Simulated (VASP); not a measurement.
# KTaO3 (Pm-3m) in VASP: settings compared, part 2 of 2

VASP 6.6.1. The steps go on from the part before.

## Step 5: Single point, r2SCAN

File POSCAR:

```
KTaO3
1.0
    3.9343974464      0.0000000000      0.0000000000
    0.0000000000      3.9343974464      0.0000000000
    0.0000000000      0.0000000000      3.9343974464
Ta K O
1 1 3
Direct
    0.0000000000      0.0000000000      0.0000000000
    0.5000000000      0.5000000000      0.5000000000
    0.0000000000      0.0000000000      0.5000000000
    0.0000000000      0.5000000000      0.0000000000
    0.5000000000      0.0000000000      0.0000000000
```

File INCAR.step1:

```
SYSTEM = KTaO3
PREC = Accurate
ENCUT = 520
ISMEAR = -1
SIGMA = 0.05
LREAL = .FALSE.
LASPH = .TRUE.
NELM = 80
NBANDS = 27
GGA = PE
ALGO = Normal
EDIFF = 1E-4
LWAVE = .TRUE.
LCHARG = .FALSE.
```

File INCAR.step2:

```
SYSTEM = KTaO3
PREC = Accurate
ENCUT = 520
EDIFF = 1E-7
ISMEAR = -1
SIGMA = 0.05
LREAL = .FALSE.
LASPH = .TRUE.
NELM = 80
ALGO = Normal
ISIF = 2
LWAVE = .FALSE.
LCHARG = .FALSE.
METAGGA = R2SCAN
LMIXTAU = .TRUE.
NBANDS = 27
ISTART = 1
```

File KPOINTS:

```
regular mesh
0
G
  7 7 7
  0 0 0
```

Potentials or basis: VASP PAW PBE potentials, release 64 (Ta_pv, K_sv, O).

Run with:

```
> cat potpaw_PBE.64/Ta_pv/POTCAR potpaw_PBE.64/K_sv/POTCAR potpaw_PBE.64/O/POTCAR > POTCAR
> cp INCAR.step1 INCAR
> mpirun -np 1 vasp_std > vasp.out
> cp INCAR.step2 INCAR
> mpirun -np 1 vasp_std > vasp.out
```

OUTCAR:

```text
SYSTEM = KTaO3
   PREC = Accurate
   ENCUT = 520
   EDIFF = 1E-7
   ISMEAR = -1
   LREAL = .FALSE.
   LASPH = .TRUE.
   NELM = 80
   ISIF = 2
   METAGGA = R2SCAN
   ISTART = 1

 ion  position               nearest neighbor table
   1  0.000  0.000  0.000-   3 1.97   4 1.97   5 1.97   3 1.97   4 1.97   5 1.97   2 3.41   2 3.41
                             2 3.41   2 3.41   2 3.41   2 3.41   2 3.41   2 3.41
   2  0.500  0.500  0.500-   3 2.78   4 2.78   5 2.78   4 2.78   5 2.78   3 2.78   5 2.78   5 2.78
                             3 2.78   4 2.78   4 2.78   3 2.78   1 3.41   1 3.41   1 3.41   1 3.41
   3  0.000  0.000  0.500-   1 1.97   1 1.97   2 2.78   2 2.78   2 2.78   2 2.78
   4  0.000  0.500  0.000-   1 1.97   1 1.97   2 2.78   2 2.78   2 2.78   2 2.78
   5  0.500  0.000  0.000-   1 1.97   1 1.97   2 2.78   2 2.78   2 2.78   2 2.78

  LATTYP: Found a simple cubic cell.
 ALAT       =     3.9343974464

  Lattice vectors:

 A1 = (   3.9343974464,   0.0000000000,   0.0000000000)
 A2 = (   0.0000000000,   3.9343974464,   0.0000000000)
 A3 = (   0.0000000000,   0.0000000000,   3.9343974464)

Analysis of symmetry for initial positions (statically):
=====================================================================
 Subroutine PRICEL returns:
 Original cell was already a primitive cell.

 Routine SETGRP: Setting up the symmetry group for a
 simple cubic supercell.

 Subroutine GETGRP returns: Found 48 space group operations
 (whereof 48 operations were pure point group operations)
 out of a pool of 48 trial point group operations.

The static configuration has the point symmetry O_h .

Analysis of symmetry for dynamics (positions and initial velocities):
=====================================================================
 Subroutine PRICEL returns:
 Original cell was already a primitive cell.

 Routine SETGRP: Setting up the symmetry group for a
 simple cubic supercell.
[... 123 lines left out ...]
   IALGO  =     38    algorithm
   IMIX   =      4    mixing-type and parameters
     AMIX     =   0.40;   BMIX     =  1.00
     AMIX_MAG =   1.60;   BMIX_MAG =  1.00
  volume/ion in A,a.u.               =      12.18        82.20
  Fermi-wavevector in a.u.,A,eV,Ry     =   1.398914  2.643565 26.626077  1.956961
  Thomas-Fermi vector in A             =   2.522025
   LORBIT       =      0    0 simple, 1 ext, 2 COOP (PROOUT), +10 PAW based schemes
   METAGGA = R2SCAN    functional components
   LHFCALC =     F    Hartree Fock is set to
   AEXX    =    0.0000 exact exchange contribution
   IVDW    =     0    specifies the selected vdW correction
   LEPSILON=     F    determine dielectric tensor
   LRPA    =     F    only Hartree local field effects (RPA)
 non-spin polarized calculation
  energy-cutoff  :      520.00
  volume of cell :       60.90
 maximum number of plane-waves:      1659
 NGX is ok and might be reduce to    30
   NGX = 15   NGY = 15   NGZ = 15

 number of electron      37.9999993 magnetization

 Free energy of the ion-electron system (eV)
  ---------------------------------------------------
  ext. energy  EPLUGINS =         0.00000000
  ---------------------------------------------------
  free energy    TOTEN  =       -87.06637330 eV

  energy without entropy =      -87.06637330  energy(sigma->0) =      -87.06637330

 E-fermi :   2.7639     XC(G=0): -11.7898

 val. band max:        1.6393348594   @ k =   0.4286   0.4286   0.4286
 cond. band min:       4.4045142116   @ k =   0.0000   0.0000   0.0000
 fundamental gap:      2.7651793522
 Fermi energy:         2.7639181489

 k-point     1 :       0.0000    0.0000    0.0000
  band No.  band energies     occupation
      1     -33.3760      2.00000
      2     -33.3760      2.00000
      3     -33.3760      2.00000
      4     -26.7173      2.00000
      5     -16.9984      2.00000
      6     -16.3238      2.00000
[... 589 lines left out ...]
     26      13.1100      0.00000
     27      14.0653      0.00000

------------------------ aborting loop because EDIFF is reached ----------------------------------------

  FORCE on cell =-STRESS in cart. coord.  units (eV):
  Direction    XX          YY          ZZ          XY          YZ          ZX
  --------------------------------------------------------------------------------------
  -------------------------------------------------------------------------------------
  Total        4.1181655      4.1181655      4.1181655      0.0000000      0.0000000     -0.0000000
  in kB      108.3377209    108.3377209    108.3377209      0.0000000      0.0000000     -0.0000000
  external PRESSURE =     108.3377209 kB  Pullay stress =       0.0000000 kB

 VOLUME and BASIS-vectors are now :
 -----------------------------------------------------------------------------
  energy-cutoff  :      520.00
  volume of cell :       60.90
      direct lattice vectors                 reciprocal lattice vectors
     3.934397446  0.000000000  0.000000000     0.254168526  0.000000000  0.000000000
     0.000000000  3.934397446  0.000000000     0.000000000  0.254168526  0.000000000
     0.000000000  0.000000000  3.934397446     0.000000000  0.000000000  0.254168526

 POSITION                                       TOTAL-FORCE (eV/Angst)
 -----------------------------------------------------------------------------------
      0.00000      0.00000      0.00000         0.000000      0.000000      0.000000
      1.96720      1.96720      1.96720         0.000000      0.000000      0.000000
      0.00000      0.00000      1.96720         0.000000      0.000000      0.000000
      0.00000      1.96720      0.00000         0.000000      0.000000      0.000000
      1.96720      0.00000      0.00000         0.000000      0.000000      0.000000
 -----------------------------------------------------------------------------------
    total drift:                                0.000000     -0.000000      0.000000

  FREE ENERGIE OF THE ION-ELECTRON SYSTEM (eV)
  ---------------------------------------------------
  free  energy   TOTEN  =       -87.0663732980 eV

  energy  without entropy=      -87.0663732979  energy(sigma->0) =      -87.06637330
```

OUTCAR.step1:

```text
SYSTEM = KTaO3
   PREC = Accurate
   ENCUT = 520
   ISMEAR = -1
   LREAL = .FALSE.
   LASPH = .TRUE.
[... 827 lines left out ...]
      0.00000      0.00000      1.96720         0.000000      0.000000      0.000000
      0.00000      1.96720      0.00000         0.000000      0.000000      0.000000
      1.96720      0.00000      0.00000         0.000000      0.000000      0.000000
 -----------------------------------------------------------------------------------
    total drift:                                0.000000     -0.000000      0.000000

  FREE ENERGIE OF THE ION-ELECTRON SYSTEM (eV)
  ---------------------------------------------------
  free  energy   TOTEN  =       -40.8568684449 eV

  energy  without entropy=      -40.8568684448  energy(sigma->0) =      -40.85686844
```

It took 91 s on 1 thread of AMD EPYC 9R14 (Zen 4), shared host; peak memory 0.16 GiB.

Results:

| Item | Value |
| --- | --- |
| Free energy | -87.0664 eV |
| Pressure | 10.8 GPa |
| Band gap on the k mesh | 2.77 eV, indirect (least direct gap 3.33 eV) |

Levels at points of the mesh, in eV from the valence-band top:
```tsv
k point	band 16	band 17	band 18	band 19	band 20	band 21	band 22	band 23
(0.00, 0.00, 0.00)	-1.10	-0.57	-0.57	-0.57	2.77	2.77	2.77	7.64
```

Caveat: the PAW data sets were made with another functional, which shifts forces and pressure a little; spin-orbit coupling is left out, which moves the levels of the heavy elements. r2SCAN opens gaps a little over a GGA but as a rule still falls short of measured ones.

## Step 6: Single point, r2SCAN

This run uses another cell than the first one, of 12.43 Å³/atom, 1.021 times its volume.

POSCAR: that of step 5 with these lines changed.

```diff
@@ -2,5 +2,5 @@
 1.0
-    3.9343974464      0.0000000000      0.0000000000
-    0.0000000000      3.9343974464      0.0000000000
-    0.0000000000      0.0000000000      3.9343974464
+    3.9615320794      0.0000000000      0.0000000000
+    0.0000000000      3.9615320794      0.0000000000
+    0.0000000000      0.0000000000      3.9615320794
 Ta K O
```

File INCAR.step1:

```
PREC     = Accurate       # precision mode
ENCUT    = 520            # plane-wave cutoff, eV
ISMEAR   = -1             # smearing method
SIGMA    = 0.05           # smearing width, eV
LREAL    = False          # projectors in reciprocal space
LASPH    = True           # aspherical terms in the spheres
NELM     = 60             # most SCF steps
NBANDS   = 27             # bands
GGA      = PE             # functional
ALGO     = Normal         # electronic algorithm
EDIFF    = 1E-4           # SCF threshold, eV
LWAVE    = True           # write WAVECAR
LCHARG   = False          # write CHGCAR
```

File INCAR.step2:

```
PREC     = Accurate       # precision mode
ENCUT    = 520            # plane-wave cutoff, eV
EDIFF    = 1E-6           # SCF threshold, eV
ISMEAR   = -1             # smearing method
SIGMA    = 0.05           # smearing width, eV
LREAL    = False          # projectors in reciprocal space
LASPH    = True           # aspherical terms in the spheres
NELM     = 60             # most SCF steps
ALGO     = Normal         # electronic algorithm
ISIF     = 2              # what is computed and relaxed
LWAVE    = False          # write WAVECAR
LCHARG   = False          # write CHGCAR
METAGGA  = R2SCAN         # meta-GGA
LMIXTAU  = True         
NBANDS   = 27             # bands
ISTART   = 1
```

File KPOINTS:

```
regular mesh
0
Gamma
  7 7 7
```

Potentials or basis: VASP PAW PBE potentials, release 64 (Ta_pv, K_sv, O).

Run with:

```
> cat potpaw_PBE.64/Ta_pv/POTCAR potpaw_PBE.64/K_sv/POTCAR potpaw_PBE.64/O/POTCAR > POTCAR
> cp INCAR.step1 INCAR
> mpirun -np 1 vasp_std > vasp.out
> cp INCAR.step2 INCAR
> mpirun -np 1 vasp_std > vasp.out
```

Wall time 80 s (1 thread of AMD EPYC 9R14 (Zen 4), shared host); peak memory 0.16 GiB.

The run converged. Its results:

| Quantity | Value |
| --- | --- |
| Free energy | -87.1334 eV |
| Pressure | 5.8 GPa |
| Band gap on the k mesh | 2.71 eV, indirect (least direct gap 3.29 eV) |

Levels at points of the mesh, in eV from the valence-band top:
| k point | band 16 | band 17 | band 18 | band 19 | band 20 | band 21 | band 22 | band 23 |
| --- | --- | --- | --- | --- | --- | --- | --- | --- |
| (0.00, 0.00, 0.00) | -1.07 | -0.58 | -0.58 | -0.58 | 2.71 | 2.71 | 2.71 | 7.38 |

Caveat: the PAW data sets were made with another functional, which shifts forces and pressure a little; spin-orbit coupling is left out, which moves the levels of the heavy elements.

## Step 7: The runs side by side

```tsv
level	cell	gap on the mesh (eV)	pressure (GPa)
PBE	a = 3.934 Å, 5 atoms	2.33	15.7
PBE	a = 4.067 Å, 5 atoms	2.10	-5.0
r2SCAN	a = 3.907 Å, 5 atoms	2.82	16.5
r2SCAN	a = 3.934 Å, 5 atoms	2.77	10.8
r2SCAN	a = 3.962 Å, 5 atoms	2.71	5.8
```

Alike in all rows: task single point; potentials or basis VASP PAW PBE potentials, release 64 (Ta_pv, K_sv, O); no spin polarisation; k mesh 7 × 7 × 7; cutoff (eV) 520; smearing fermi-dirac 0.05 eV.

Caveats: spin-orbit coupling is left out, which moves the levels of the heavy elements; the PAW data sets were made with another functional, which shifts forces and pressure a little (some runs).

Absolute energies hang on the potentials; compare differences alone.
